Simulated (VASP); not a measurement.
## Si: single point with PBE

Si:

```xyz
1
Lattice="-1.6269 1.6269 1.3203 1.6269 -1.6269 1.3203 1.6269 1.6269 -1.3203" Properties=species:S:1:pos:R:3 pbc="T T T"
Si    0.0000    0.0000    0.0000
```

| Item | Value |
| --- | --- |
| Program | VASP 6.6.1 |
| Task | single point |
| Functional | PBE |
| Potentials or basis | VASP PAW PBE potentials, release 64 (Si) |
| Cutoff | 520 eV |
| k mesh | 13 × 13 × 13 |
| Occupations | gaussian, width 0.023 eV |
| Spin | no spin polarisation |
| Dipole correction | no |
| Further INCAR settings | ALGO = Normal; EDIFF = 1e-06; NBANDS = 8 |

The pressure is 3.4 GPa and the band gap on the k mesh is zero (band 2 reaches 20.27 eV, above the bottom of band 3 at 7.04 eV).

Stress tensor (GPa, compression positive):
```
4.86 0.00 0.00
0.00 4.86 0.00
0.00 0.00 0.39
```

Levels at points of the mesh, in eV from the Fermi level:
```csv
k point,band 1,band 2,band 3,band 4,band 5
"(0.00, 0.00, 0.00)",-14.73,9.60,10.19,10.19,13.03
```

Run time: 18 s on 1 thread of Intel(R) Xeon(R) Platinum 8375C CPU @ 2.90GHz (Ice Lake) (shared host), peak memory 0.12 GiB.
